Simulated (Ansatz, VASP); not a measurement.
SnO: VASP beside Ansatz

Contents of INCAR:

```
SYSTEM = SnO
PREC = Accurate ; ENCUT = 520
EDIFF = 1E-6 ; ISMEAR = -1
SIGMA = 0.01 ; LREAL = .False.
LASPH = .True. ; NELM = 100
ALGO = Normal ; ISIF = 2
LWAVE = .False. ; LCHARG = .False.
GGA = PE ; NBANDS = 28
```

Contents of KPOINTS:

```
regular mesh
0
Gamma
  8 8 6
  0 0 0
```

File POSCAR:

```
SnO
1.0
    3.8271795418      0.0000000000      0.0000000000
    0.0000000000      3.8271795418      0.0000000000
    0.0000000000      0.0000000000      4.8680274234
Sn O
2 2
Direct
    0.0000000000      0.5000000000      0.2385000000
    0.5000000000      0.0000000000      0.7615000000
    0.0000000000      0.0000000000      0.0000000000
    0.5000000000      0.5000000000      0.0000000000
```

Input for Ansatz:

```yaml
crystal:
  lattice:
    - [3.8271795418, 0.0, 0.0]
    - [0.0, 3.8271795418, 0.0]
    - [0.0, 0.0, 4.8680274234]
  atoms:
    - { symbol: Sn, position: [0.0, 0.5, 0.2385] }
    - { symbol: Sn, position: [0.5, 0.0, 0.7615] }
    - { symbol: O, position: [0.0, 0.0, 0.0] }
    - { symbol: O, position: [0.5, 0.5, 0.0] }
kpoints:
  mp_grid: { grid: [8, 8, 6] }
scf:
  occupations: { method: fermi_dirac, width: 0.01 }
hamiltonian:
  xc: pbe
  pseudopotentials: { kind: all_electron, lapw: { basis_error: 0.001 } }
output:
  forces: true
  stress: true
  eigenvalues: true
```

Change from the starting cell: volume scaled by 1.02.

Alike in both runs: task single point; functional PBE; k mesh 8 × 8 × 6; occupations fermi-dirac, width 0.01 eV; no spin polarisation.

|  | VASP | Ansatz |
| --- | --- | --- |
| version | VASP 6.6.1 | Ansatz 0.2.0 |
| potentials or method | VASP PAW PBE potentials, release 64 (Sn_d, O), cutoff 520 eV | all-electron LAPW, scalar-relativistic |

VASP gave:

| Item | Value |
| --- | --- |
| pressure (GPa) | 2.5 |
| traceless stress, the component that is largest in VASP (GPa) | -0.51 |
| rms of the force components (eV/Å) | 0.063 |

What did Ansatz give for the same quantities?

Pressure (GPa): 2.2; traceless stress, the component that is largest in VASP (GPa): -0.52; rms of the force components (eV/Å): 0.028.

Atom by atom the forces differ by 0.035 eV/Å (rms over components). Ansatz ran all-electron here, and VASP with PAW potentials.
